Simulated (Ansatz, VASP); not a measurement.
**VH2 in VASP and in Ansatz**

INCAR

```
SYSTEM = VH2
ALGO = Normal
EDIFF = 1E-7
ENCUT = 520
GGA = CA
ISIF = 2
ISMEAR = -1
ISPIN = 2
LASPH = .TRUE.
LCHARG = .FALSE.
LMAXMIX = 4
LORBIT = 11
LREAL = .FALSE.
LWAVE = .FALSE.
MAGMOM = 1.5 0 0
NBANDS = 18
NELM = 150
PREC = Accurate
SIGMA = 0.05
```

Contents of KPOINTS:

```
k-points
0
G
  11 11 11
  0 0 0
```

Contents of POSCAR:

```
VH2
1.0
    0.0000000000      2.1355000000      2.1355000000
    2.1355000000      0.0000000000      2.1355000000
    2.1355000000      2.1355000000      0.0000000000
V H
1 2
Direct
    0.0187500000     -0.0062500000     -0.0062500000
    0.2312500000      0.2562500000      0.2562500000
    0.7500000000      0.7500000000      0.7500000000
```

Input for Ansatz:

```yaml
crystal:
  lattice:
    - [0.0, 2.1355, 2.1355]
    - [2.1355, 0.0, 2.1355]
    - [2.1355, 2.1355, 0.0]
  atoms:
    - { symbol: V, position: [0.01875, -0.00625, -0.00625], spin: 1.5 }
    - { symbol: H, position: [0.23125, 0.25625, 0.25625] }
    - { symbol: H, position: [0.75, 0.75, 0.75] }
magnetization:
  spin_polarized: true
kpoints:
  mp_grid: { grid: [11, 11, 11] }
scf:
  occupations: { method: fermi_dirac, width: 0.05 }
hamiltonian:
  xc: lda
  pseudopotentials: { kind: all_electron, lapw: { basis_error: 0.001 } }
output:
  forces: true
  stress: true
  eigenvalues: true
  populations: true
```

Change from the starting cell: shortest bond scaled by 1.05, LAPW.

Alike in both runs: task single point; functional LDA; k mesh 11 × 11 × 11; occupations fermi-dirac, width 0.05 eV; collinear spin.

|  | VASP | Ansatz |
| --- | --- | --- |
| version | VASP 6.6.1 | Ansatz 0.2.0 |
| potentials or method | VASP PAW LDA potentials, release 64 (V_sv, H), cutoff 520 eV | all-electron LAPW, scalar-relativistic |

|  | VASP | Ansatz | Ansatz less VASP |
| --- | --- | --- | --- |
| pressure (GPa) | -15.6 | -15.8 | -0.23 |
| traceless stress, the component that is largest in VASP (GPa) | 0.43 | 0.42 | -0.006 |
| rms of the force components (eV/Å) | 0.220 | 0.219 | -0.0010 |
| net moment per atom (μB) | 0.00 | 0.00 | 0.000 |

LDA's correlation is that of Perdew and Zunger in VASP and of Perdew and Wang (1992) in Ansatz. Atom by atom the forces differ by 0.001 eV/Å (rms over components). Ansatz ran all-electron here, and VASP with PAW potentials. Ansatz's warnings: seeded moment not kept.
